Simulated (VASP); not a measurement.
Li2Se, 3 atoms in the cell. Symmetry: Fm-3m, No. 225, cubic system. Conventional cell: a = 5.987 Å, b = 5.987 Å, c = 5.987 Å, α = 90.00°, β = 90.00°, γ = 90.00°. Li (site symmetry -43m) has 4 Se at 2.59 Å and 6 Li at 2.99 Å within 3.4 Å. Within 3.4 Å of Se (site symmetry m-3m) lie 8 Li at 2.59 Å. 

| Item | Value |
| --- | --- |
| Program | VASP 6.6.1 |
| Task | single point |
| Functional | PBE-based screened hybrid with 15 % exact exchange |
| Potentials or basis | VASP PAW PBE potentials, release 64 (Li_sv, Se) |
| Cutoff | 650 eV |
| k mesh | 4 × 4 × 4 |
| Occupations | gaussian, width 0.01 eV |
| Spin | no spin polarisation |
| Dipole correction | no |
| Grid for exact exchange (PRECFOCK) | Normal |
| Share of exact exchange | 0.15 |
| Further INCAR settings | ALGO = Normal; EDIFF = 1e-06; NBANDS = 13 |
| Screening parameter | 0.1 1/Å |

Potentials or basis: VASP PAW PBE potentials, release 64 (Li_sv, Se).

Run with:

```bash
$ cat potpaw_PBE.64/Li_sv/POTCAR potpaw_PBE.64/Se/POTCAR > POTCAR
$ cp INCAR.step1 INCAR
$ mpirun -np 1 vasp_std > vasp.out
$ cp INCAR.step2 INCAR
$ mpirun -np 1 vasp_std > vasp.out
```

Hardware: 1 thread of Intel(R) Xeon(R) Platinum 8375C CPU @ 2.90GHz (Ice Lake) (shared host).

Question: How long does it take, and how much memory?

Answer: Run time: 4.4 min on 1 thread of Intel(R) Xeon(R) Platinum 8375C CPU @ 2.90GHz (Ice Lake) (shared host), peak memory 0.32 GiB. Counts: k points 8.
